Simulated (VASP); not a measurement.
Input of a VASP 6.6.1 run:

INCAR

```
PREC = Accurate
ENCUT = 520
EDIFF = 1E-6
ISMEAR = -1
SIGMA = 0.1
LREAL = F
LASPH = T
NELM = 80
ALGO = Normal
ISIF = 2
LWAVE = F
LCHARG = F
GGA = CA
NBANDS = 12
```

Contents of KPOINTS:

```
regular mesh
0
Gamma
  15 15 15
```

POSCAR

```
Ta
1.0
    0.0000000000      2.1504327521      2.1504327521
    2.1504327521      0.0000000000      2.1504327521
    2.1504327521      2.1504327521      0.0000000000
Ta
1
Direct
    0.0000000000      0.0000000000      0.0000000000
```

Potentials or basis: VASP PAW LDA potentials, release 64 (Ta_pv).

Command:

```sh
$ cat potpaw_LDA.64/Ta_pv/POTCAR > POTCAR
$ mpirun -np 1 vasp_std > vasp.out
```

**Question.** Predict the pressure.

**Answer.** -18.7 GPa.
